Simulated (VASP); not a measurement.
# Li2HfN2: single point with LDA

The system is Li2HfN2.

```
Li Hf N
1.0
     3.23712    0.00000    0.00000
    -1.61856    2.80343    0.00000
     0.00000    0.00000    5.42359
Li Hf N
2 1 2
Direct
  0.66667 0.33333 0.38279
  0.33333 0.66667 0.61721
  0.00000 0.00000 0.00000
  0.66667 0.33333 0.77938
  0.33333 0.66667 0.22062
```

```json
{
 "Program": "VASP 6.6.1",
 "Task": "single point",
 "Functional": "LDA",
 "Potentials or basis": "VASP PAW LDA potentials, release 64 (Li_sv, Hf_pv, N)",
 "Cutoff": "520 eV",
 "k mesh": "6 × 6 × 3",
 "Occupations": "gaussian, width 0.01 eV",
 "Spin": "no spin polarisation",
 "Dipole correction": "no",
 "Further INCAR settings": "ALGO = Normal; EDIFF = 1e-06; NBANDS = 21"
}
```

```yaml
Largest_force: 0.167 eV/Å
Band_gap_on_the_k_mesh: 1.86 eV (least direct gap 2.75 eV)
```

Forces on the atoms (eV/Å):
```
Li   0.000  0.000 -0.088
Li   0.000  0.000  0.088
Hf   0.000  0.000  0.000
N    0.000  0.000  0.167
N    0.000  0.000 -0.167
```

Levels at points of the mesh, in eV from the valence-band top:
```csv
k point,band 9,band 10,band 11,band 12,band 13,band 14,band 15,band 16,band 17,band 18
"(0.00, 0.00, 0.00)",-2.86,-2.86,-0.42,0.00,0.00,3.41,3.41,3.83,4.72,7.37
"(0.50, 0.00, 0.00)",-3.09,-2.63,-2.54,-1.39,-1.21,2.01,5.66,6.11,6.80,8.40
```

Wall time 17 s on 1 thread of Intel Xeon 8259CL, with other jobs on the host, peak memory 0.15 GiB.

Caveat: spin-orbit coupling is left out, which moves the levels of the heavy elements; an odd mesh through Γ misses points on the zone boundary, where band edges can lie.
